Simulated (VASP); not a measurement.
The system is NbAs.

```
Nb As
1.0
     0.00000    2.64024    2.64024
     2.64024    0.00000    2.64024
     2.64024    2.64024    0.00000
Nb As
1 1
Direct
  0.50000 0.50000 0.50000
  0.00000 0.00000 0.00000
```

Base run:

| Quantity | Value |
| --- | --- |
| Program | VASP 6.6.1 |
| Functional | PBE |
| Potentials or basis | VASP PAW PBE potentials, release 64 (Nb_sv, As) |
| Cutoff | 520 eV |
| k mesh | 6 × 6 × 6 |
| Occupations | gaussian, width 0.05 eV |
| Spin | no spin polarisation |

Its results: band gap on the k mesh zero (band 9 reaches 10.23 eV, above the bottom of band 10 at 8.63 eV); pressure 0.0 GPa.

**Question.** The run is repeated on the same cell with these changes: functional from PBE to r2SCAN; k mesh from 6 × 6 × 6 to 12 × 12 × 12. What comes out?

**Answer.** Band gap on the k mesh zero (band 9 reaches 10.36 eV, above the bottom of band 10 at 8.39 eV); pressure -1.9 GPa.

Several settings changed at once, so the effect can't be laid on one alone.

Caveats: the PAW data sets were made with another functional, which shifts forces and pressure a little (some runs).
